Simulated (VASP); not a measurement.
# Ge: single point with PBE

Crystal: Ge.

```
Ge
1.0
    -1.62959    1.62959    1.89783
     1.62959   -1.62959    1.89783
     1.62959    1.62959   -1.89783
Ge
1
Cartesian
  0.0000 0.0000 1.8978
```

| Property | Result |
| --- | --- |
| Program | VASP 6.6.1 |
| Task | single point |
| Functional | PBE |
| Potentials or basis | VASP PAW PBE potentials, release 64 (Ge_d) |
| Cutoff | 520 eV |
| k mesh | 12 × 12 × 12 |
| Occupations | fermi-dirac, width 0.05 eV |
| Spin | no spin polarisation |
| Dipole correction | no |
| Further INCAR settings | ALGO = Normal; EDIFF = 1e-06; NBANDS = 13 |

The pressure is -1.7 GPa. The band gap on the k mesh is zero (band 7 reaches 14.34 eV, above the bottom of band 8 at 3.53 eV).

Stress tensor (GPa, compression positive):
```
-2.04  0.00  0.00
 0.00 -2.04  0.00
 0.00  0.00 -1.16
```

Levels at points of the mesh, in eV from the Fermi level:
| k point | band 4 | band 5 | band 6 | band 7 | band 8 | band 9 | band 10 | band 11 |
| --- | --- | --- | --- | --- | --- | --- | --- | --- |
| (0.00, 0.00, 0.00) | -24.74 | -24.71 | -12.70 | 8.17 | 8.45 | 8.45 | 13.59 | 13.59 |
| (0.50, 0.00, 0.00) | -24.71 | -24.68 | -7.72 | -5.15 | 4.86 | 7.03 | 9.99 | 10.53 |
| (0.50, 0.50, 0.00) | -24.70 | -24.67 | -6.71 | -4.63 | 3.00 | 4.46 | 7.51 | 7.78 |
| (0.50, 0.50, 0.50) | -24.68 | -24.68 | -3.78 | -2.35 | 0.70 | 0.70 | 4.44 | 5.24 |

It took 11 s on 1 thread of Intel(R) Xeon(R) 6975P-C (Granite Rapids), with other jobs on the host, peak memory 0.16 GiB.
